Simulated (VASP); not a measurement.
# CdS (Fm-3m) in VASP: further runs

CdS is run at these levels: PBE; tasks: vibrations by perturbation theory, elastic constants.

Everything below comes from runs of VASP 6.6.1. Logs are shortened: lines on timing, memory, paths and dates and some standing lists are left out, and cuts for length are marked.

**1. The cell of the first run**

The structure is cubic, space group Fm-3m (No. 225). The conventional cell has a = 5.495 Å, b = 5.495 Å, c = 5.495 Å, α = 90.00°, β = 90.00°, γ = 90.00°. Cd (site symmetry m-3m) has 6 S at 2.75 Å within 3.6 Å. Within 3.6 Å of S (site symmetry m-3m) lie 6 Cd at 2.75 Å.

**2. Vibrations by perturbation theory, PBE**

INCAR

```
PREC = Accurate
ENCUT = 520
EDIFF = 1E-8
ISMEAR = 0
SIGMA = 0.01
LREAL = False
LASPH = True
NELM = 100
ALGO = Normal
ISIF = 2
LWAVE = False
LCHARG = True
GGA = PE
NBANDS = 16
IBRION = 8
NSW = 1
LEPSILON = True
```

KPOINTS

```
Automatic mesh
0
Gamma
  12 12 12
```

POSCAR

```
CdS
1.0
    0.0000000000      2.7474986718      2.7474986718
    2.7474986718      0.0000000000      2.7474986718
    2.7474986718      2.7474986718      0.0000000000
Cd S
1 1
Direct
    0.0000000000      0.0000000000      0.0000000000
    0.5000000000      0.5000000000      0.5000000000
```

Potentials or basis: VASP PAW PBE potentials, release 64 (Cd, S).

Run with:

```console
$ cat potpaw_PBE.64/Cd/POTCAR potpaw_PBE.64/S/POTCAR > POTCAR
$ mpirun -np 1 vasp_std > vasp.out
```

OUTCAR:

```text
PREC = Accurate
   ENCUT = 520
   EDIFF = 1E-8
   ISMEAR = 0
   LREAL = False
   LASPH = True
   NELM = 100
   ISIF = 2
   GGA = PE
   IBRION = 8
   NSW = 1
   LEPSILON = True

 ion  position               nearest neighbor table
   1  0.000  0.000  0.000-   2 2.75   2 2.75   2 2.75   2 2.75   2 2.75   2 2.75
   2  0.500  0.500  0.500-   1 2.75   1 2.75   1 2.75   1 2.75   1 2.75   1 2.75

  LATTYP: Found a face centered cubic cell.
 ALAT       =     5.4949973436

  Lattice vectors:

 A1 = (   0.0000000000,   2.7474986718,   2.7474986718)
 A2 = (   2.7474986718,   0.0000000000,   2.7474986718)
 A3 = (   2.7474986718,   2.7474986718,   0.0000000000)

Analysis of symmetry for initial positions (statically):
=====================================================================
 Subroutine PRICEL returns:
 Original cell was already a primitive cell.

 Routine SETGRP: Setting up the symmetry group for a
 face centered cubic supercell.

 Subroutine GETGRP returns: Found 48 space group operations
 (whereof 48 operations were pure point group operations)
 out of a pool of 48 trial point group operations.

The static configuration has the point symmetry O_h .

Analysis of symmetry for dynamics (positions and initial velocities):
=====================================================================
 Subroutine PRICEL returns:
 Original cell was already a primitive cell.

 Routine SETGRP: Setting up the symmetry group for a
 face centered cubic supercell.

 Subroutine GETGRP returns: Found 48 space group operations
 (whereof 48 operations were pure point group operations)
 out of a pool of 48 trial point group operations.

The dynamic configuration has the point symmetry O_h .

 Subroutine INISYM returns: Found 48 space group operations
 (whereof 48 operations are pure point group operations),
 and found     1 'primitive' translations

----------------------------------------------------------------------------------------

                                     Primitive cell

  volume of cell :      41.4804

  direct lattice vectors                    reciprocal lattice vectors
     0.000000000  2.747498672  2.747498672    -0.181983709  0.181983709  0.181983709
     2.747498672  0.000000000  2.747498672     0.181983709 -0.181983709  0.181983709
     2.747498672  2.747498672  0.000000000     0.181983709  0.181983709 -0.181983709

  length of vectors
     3.885549884  3.885549884  3.885549884     0.315205031  0.315205031  0.315205031

  position of ions in fractional coordinates (direct lattice)
     0.000000000  0.000000000  0.000000000
     0.500000000  0.500000000  0.500000000

  ion indices of the primitive-cell ions
   primitive index   ion index
                 1           1
                 2           2

----------------------------------------------------------------------------------------

 KPOINTS: Automatic mesh

Automatic generation of k-mesh.
 Grid dimensions read from file:
 generate k-points for:   12   12   12

 Generating k-lattice:
[... 605 lines left out ...]
 ------------------------------------------------------

 Free energy of the ion-electron system (eV)
  ---------------------------------------------------
  ---------------------------------------------------
  free energy    TOTEN  =        -0.99433284 eV

  energy without entropy =       -0.99433284

------------------------ aborting loop because EDIFF is reached ----------------------------------------

--------------------------------------- Ionic step        2  -------------------------------------------

------------------------ aborting loop because EDIFF is reached ----------------------------------------

--------------------------------------- Ionic step        3  -------------------------------------------

------------------------ aborting loop because EDIFF is reached ----------------------------------------

 PIEZOELECTRIC TENSOR FIELD DIRECTION 3  (e Angst)
 -----------------------------------------------------------------------------
    -0.00083  0.00000  0.00000           ( -0.00000  0.00000  0.00000)
     0.00000 -0.00083 -0.00000           (  0.00000 -0.00000 -0.00000)
     0.00000 -0.00000 -0.00161           (  0.00000 -0.00000  0.00000)

 PIEZOELECTRIC TENSOR FIELD DIRECTION 3  (C/m^2)
 -----------------------------------------------------------------------------
    -0.00032  0.00000  0.00000
     0.00000 -0.00032 -0.00000
     0.00000 -0.00000 -0.00062

--------------------------------------- Ionic step        4  -------------------------------------------

------------------------ aborting loop because EDIFF is reached ----------------------------------------

[... ionic steps 5 to 6 ...]

--------------------------------------- Ionic step        7  -------------------------------------------

 Free energy of the ion-electron system (eV)
  ---------------------------------------------------
  ---------------------------------------------------
  free energy    TOTEN  =        -0.10579923 eV

  energy without entropy =       -0.10579923

------------------------ aborting loop because EDIFF is reached ----------------------------------------

 INTERNAL STRAIN TENSOR  FOR ION    2  DIRECTION 1   (eV/Angst):
 -----------------------------------------------------------------------------
    -0.03034 -0.00000 -0.00000
     0.00000  0.02590  0.00000
     0.00000  0.00000  0.02590

 MACROSCOPIC STATIC DIELECTRIC TENSOR (including local field effects in DFT)
 ------------------------------------------------------
           9.160355     0.000000     0.000000
           0.000000     9.160355     0.000000
          -0.000000    -0.000000     9.160355
 ------------------------------------------------------

 PIEZOELECTRIC TENSOR (including local field effects)  for field in x, y, z        (e  Angst)
          XX          YY          ZZ          XY          YZ          ZX
  --------------------------------------------------------------------------------
  x     0.00000     0.00000     0.00000     0.00000     0.00000     0.00000
  y     0.00000     0.00000     0.00000     0.00000     0.00000     0.00000
  z     0.00000     0.00000     0.00000     0.00000     0.00000     0.00000

 PIEZOELECTRIC TENSOR (including local field effects)  for field in x, y, z        (C/m^2)
          XX          YY          ZZ          XY          YZ          ZX
  --------------------------------------------------------------------------------
  x     0.00000     0.00000     0.00000     0.00000     0.00000     0.00000
  y     0.00000     0.00000     0.00000     0.00000     0.00000     0.00000
  z     0.00000     0.00000     0.00000     0.00000     0.00000     0.00000

 BORN EFFECTIVE CHARGES (including local field effects) (in |e|, cummulative output)
 ---------------------------------------------------------------------------------
 ion    1
    1     2.98931     0.00000    -0.00000
    2    -0.00000     2.98931    -0.00000
    3     0.00000    -0.00000     2.98931
 ion    2
    1    -2.98931    -0.00000     0.00000
    2     0.00000    -2.98931     0.00000
    3     0.00000     0.00000    -2.98931

 INTERNAL STRAIN TENSOR FOR ION    2 for displacements in x,y,z  (eV/Angst):
          X           Y           Z          XY          YZ          ZX
  --------------------------------------------------------------------------------
  x     0.00000     0.00000     0.00000     0.00000     0.00000     0.00000
  y     0.00000     0.00000     0.00000     0.00000     0.00000     0.00000
  z     0.00000     0.00000     0.00000     0.00000     0.00000     0.00000

 SECOND DERIVATIVES (NOT SYMMETRIZED)
 ------------------------------------
               1X          1Y          1Z          2X          2Y          2Z
  1X    -1.411945    0.000000    0.000000    1.411945    0.000000    0.000000
  1Y     0.000000   -1.411945    0.000000    0.000000    1.411945    0.000000
  1Z     0.000000    0.000000   -1.411945    0.000000    0.000000    1.411945
  2X     1.382122    0.000000    0.000000   -1.382122    0.000000    0.000000
  2Y     0.000000    1.382122    0.000000    0.000000   -1.382122    0.000000
  2Z     0.000000    0.000000    1.382122    0.000000    0.000000   -1.382122

 Eigenvectors and eigenvalues of the dynamical matrix
 ----------------------------------------------------

   1 f  =    3.688402 THz    23.174913 2PiTHz  123.031849 cm-1    15.253998 meV
             X         Y         Z           dx          dy          dz
      0.000000  0.000000  0.000000     0.000000    0.475042    0.000000
      2.747499  2.747499  2.747499     0.000000   -0.879963    0.000000
[... 21 lines left out ...]
   6 f/i=    0.016457 THz     0.103402 2PiTHz    0.548945 cm-1     0.068060 meV
             X         Y         Z           dx          dy          dz
      0.000000  0.000000  0.000000     0.000000    0.000000    0.879963
      2.747499  2.747499  2.747499     0.000000    0.000000    0.475042

--------------------------------------------------------------------------------------------------------

 MACROSCOPIC STATIC DIELECTRIC TENSOR IONIC CONTRIBUTION
 ------------------------------------------------------
          27.901967    -0.000000    -0.000000
          -0.000000    27.901967    -0.000000
          -0.000000    -0.000000    27.901967
 ------------------------------------------------------

 ELASTIC MODULI CONTR FROM IONIC RELAXATION (kBar)
 Direction    XX          YY          ZZ          XY          YZ          ZX
 --------------------------------------------------------------------------------
 XX           0.0000      0.0000      0.0000      0.0000      0.0000      0.0000
 YY           0.0000      0.0000      0.0000      0.0000      0.0000      0.0000
 ZZ           0.0000      0.0000      0.0000      0.0000      0.0000      0.0000
 XY           0.0000      0.0000      0.0000      0.0000      0.0000      0.0000
 YZ           0.0000      0.0000      0.0000      0.0000      0.0000      0.0000
 ZX           0.0000      0.0000      0.0000      0.0000      0.0000      0.0000
 --------------------------------------------------------------------------------

 PIEZOELECTRIC TENSOR IONIC CONTR  for field in x, y, z        (C/m^2)
          XX          YY          ZZ          XY          YZ          ZX
  --------------------------------------------------------------------------------
  x     0.00000     0.00000     0.00000     0.00000     0.00000     0.00000
  y     0.00000     0.00000     0.00000     0.00000     0.00000     0.00000
  z     0.00000     0.00000     0.00000     0.00000     0.00000     0.00000
```

Run time: 8.2 min. Hardware: 1 thread of AMD EPYC 9R45 (Zen 5), shared host; peak memory 0.4 GiB.

What came out:

| Item | Value |
| --- | --- |
| Electronic dielectric tensor (diagonal) | 9.16 |
| Born charges (mean of the diagonal) | Cd +2.99; S -2.99 e |
| Highest phonon frequency at Γ, LO-TO splitting left out | 123 cm⁻¹ |

Phonon frequencies in cm⁻¹ (negative: imaginary):
| q point | frequencies |
| --- | --- |
| (0.000, 0.000, 0.000) | -1 -1 -1 123 123 123 |

Electronic dielectric tensor:
```
9.16 0.00 0.00
0.00 9.16 0.00
0.00 0.00 9.16
```

Born effective charge tensors (e):
atom 1, Cd
```
2.99 0.00 0.00
0.00 2.99 0.00
0.00 0.00 2.99
```
atom 2, S
```
-2.99  0.00  0.00
 0.00 -2.99  0.00
 0.00  0.00 -2.99
```

**3. Elastic constants, PBE**

INCAR

```
ALGO = Normal
EDIFF = 1E-8
ENCUT = 600
GGA = PE
IBRION = 6
ISIF = 3
ISMEAR = 0
LASPH = T
LCHARG = T
LREAL = F
LWAVE = F
NBANDS = 16
NELM = 100
NFREE = 2
NSW = 1
POTIM = 0.015
PREC = Accurate
SIGMA = 0.01
```

KPOINTS

```
k-points
0
Gamma
  12 12 12
```

POSCAR is that of step 2.

Potentials or basis: VASP PAW PBE potentials, release 64 (Cd, S).

Run with:

```console
$ cat potpaw_PBE.64/Cd/POTCAR potpaw_PBE.64/S/POTCAR > POTCAR
$ mpirun -np 1 vasp_std > vasp.out
```

Wall time 21 min (1 thread of AMD EPYC 9R45 (Zen 5), shared host); peak memory 0.65 GiB.

The run converged. Its results:

- Elastic constants C11, C12, C44: 123, 49, 33 GPa
- Voigt bulk modulus: 74 GPa
- Highest phonon frequency at Γ, LO-TO splitting left out: 123 cm⁻¹

Phonon frequencies in cm⁻¹ (negative: imaginary):
```tsv
q point	frequencies
(0.000, 0.000, 0.000)	0 0 0 123 123 123
```

Elastic tensor in Voigt notation (GPa, in the Cartesian axes of the cell as first typed):
```
123  49  49   0   0   0
 49 123  49   0   0   0
 49  49 123   0   0   0
  0   0   0  33   0   0
  0   0   0   0  33   0
  0   0   0   0   0  33
```

Clamped-ion elastic tensor (GPa):
```
123  49  49   0   0   0
 49 123  49   0   0   0
 49  49 123   0   0   0
  0   0   0  33   0   0
  0   0   0   0  33   0
  0   0   0   0   0  33
```
